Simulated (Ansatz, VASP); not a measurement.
## One calculation of Si2Mo, two programs

The input INCAR:

```
ALGO     = Normal         # electronic algorithm
EDIFF    = 1E-7           # SCF threshold, eV
ENCUT    = 520            # plane-wave cutoff, eV
GGA      = PS             # functional
ISIF     = 2              # what is computed and relaxed
ISMEAR   = 0              # smearing method
LASPH    = T              # aspherical terms in the spheres
LCHARG   = F              # write CHGCAR
LREAL    = F              # projectors in reciprocal space
LWAVE    = F              # write WAVECAR
NBANDS   = 18             # bands
NELM     = 80             # most SCF steps
PREC     = Accurate       # precision mode
SIGMA    = 0.15           # smearing width, eV
```

The input KPOINTS:

```
k-points
0
Gamma
  20 20 20
```

POSCAR

```
Si2Mo
1.0
   -1.5950350850      1.5950350850      3.7933712417
    1.5950350850     -1.5950350850      3.7933712417
    1.5950350850      1.5950350850     -3.7933712417
Si Mo
2 1
Direct
    0.3350596647      0.3350596647      0.0000000000
    0.6649403353      0.6649403353      0.0000000000
    0.0000000000      0.0000000000      0.0000000000
```

Input for Ansatz:

```yaml
crystal:
  lattice:
    - [-1.595035085, 1.595035085, 3.7933712417]
    - [1.595035085, -1.595035085, 3.7933712417]
    - [1.595035085, 1.595035085, -3.7933712417]
  atoms:
    - { symbol: Si, position: [0.3350596647, 0.3350596647, 0.0] }
    - { symbol: Si, position: [0.6649403353, 0.6649403353, 0.0] }
    - { symbol: Mo, position: [0.0, 0.0, 0.0] }
basis:
  ecutwfc: 420
kpoints:
  mp_grid: { grid: [20, 20, 20] }
hamiltonian:
  xc: pbesol
scf:
  occupations: { method: gaussian, width: 0.15 }
output:
  forces: true
  stress: true
  eigenvalues: true
  write_density: true
  write_potential: true
  elf: true
  volumetric_format: npy
```

Change from the starting cell: strain -0.0300 x Voigt [0, 0, 1, 0, 0, 0], atoms carried along.

Alike in both runs: task single point; functional PBEsol; k mesh 20 × 20 × 20; occupations gaussian, width 0.15 eV; no spin polarisation.

|  | VASP | Ansatz |
| --- | --- | --- |
| version | VASP 6.6.1 | Ansatz 0.2.0 |
| potentials or method | VASP PAW PBE potentials, release 64 (Si, Mo_sv), cutoff 520 eV | scalar-relativistic, plane waves, PAW |
| valence electrons in the cell | 22 | 22 |

VASP gave:

- gap on the k mesh at the Fermi level (eV): none
- pressure (GPa): 8.6
- traceless stress, the component that is largest in VASP (GPa): 9.86
- rms of the force components (eV/Å): 0.045

Question: Estimate Ansatz's values.

Answer: gap on the k mesh at the Fermi level (eV): none; pressure (GPa): 8.1; traceless stress, the component that is largest in VASP (GPa): 9.83; rms of the force components (eV/Å): 0.043.

VASP's potentials were made for PBE, not for PBEsol. Atom by atom the forces differ by 0.002 eV/Å (rms over components). A gap of «none» marks a metal or a gap that the smearing closes.
